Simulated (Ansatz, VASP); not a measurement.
**Two plane-wave programs on Ta3H**

```
Ta H
1.0
     2.87431    0.00000    0.00000
    -0.95810    2.70993    0.00000
     0.00000    0.00000   21.52669
Ta H
3 1
Cartesian
  0.9581 1.3550 4.0000
  0.0000 0.0000 6.2637
  0.9581 1.3550 8.5267
  1.5968 2.2583 11.0967
```

Alike in both runs: task single point; functional PBE; k mesh 10 × 10 × 1; occupations gaussian, width 0.1 eV; collinear spin.

```csv
,VASP,Ansatz
version,VASP 6.6.1,Ansatz 0.2.0
potentials or method,"VASP PAW PBE potentials, release 64 (Ta_pv, H), cutoff 520 eV","scalar-relativistic, plane waves, PAW"
valence electrons in the cell,34,40
```

VASP gave:

```
gap on the k mesh at the Fermi level (eV)                     : none
rms of the force components (eV/Å)                            : 0.752
net moment per atom (μB)                                      : 0.01
size of the moment on the site where the two differ most (μB) : 0.07
work function, face that differs most (eV)                    : 5.91
```

Q: Which values does Ansatz return?

A: gap on the k mesh at the Fermi level (eV): none; rms of the force components (eV/Å): 0.752; net moment per atom (μB): 0.01; size of the moment on the site where the two differ most (μB): 0.14; work function, face that differs most (eV): 5.91.

Site moments also hang on the region over which each program counts them. Atom by atom the forces differ by 0.002 eV/Å (rms over components). A gap of «none» marks a metal or a gap that the smearing closes. The functional is the same, so the differences come from potentials, cutoffs and numerics. VASP's potentials hold 34 valence electrons a cell and Ansatz's 40, so a difference there can come from the potentials and not from the codes. Ansatz's warnings: seeded moment not kept.

Spin-orbit coupling is off throughout.
